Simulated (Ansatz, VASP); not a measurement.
**Two plane-wave programs on AlSnH4**

```
CELL_PARAMETERS angstrom
3.39852 0.00000 0.00000
0.00000 3.39852 0.00000
0.00000 0.00000 5.82013
ATOMIC_POSITIONS crystal
Al 0.00000 0.00000 0.00000
Sn 0.50000 0.50000 0.50000
H 0.00000 0.00000 0.69642
H 0.50000 0.00000 0.00000
H 0.00000 0.50000 0.00000
H 0.00000 0.00000 0.30358
```

Alike in both runs: functional PBE; k mesh 12 × 12 × 8; occupations gaussian, width 0.1 eV; no spin polarisation.

Ansatz relaxed the structure, and its values are those at the end. VASP's run is a single point on that final structure, the one shown.

```csv
,VASP,Ansatz
version,VASP 6.6.1,Ansatz 0.2.0
potentials or method,"VASP PAW PBE potentials, release 64 (Al, Sn_d, H), cutoff 520 eV","scalar-relativistic, plane waves, PAW"
valence electrons in the cell,21,21
```

```csv
,VASP,Ansatz,Ansatz less VASP
gap on the k mesh at the Fermi level (eV),none,none,-
pressure (GPa),-0.1,0.0,+0.16
```

A gap of «none» marks a metal or a gap that the smearing closes.
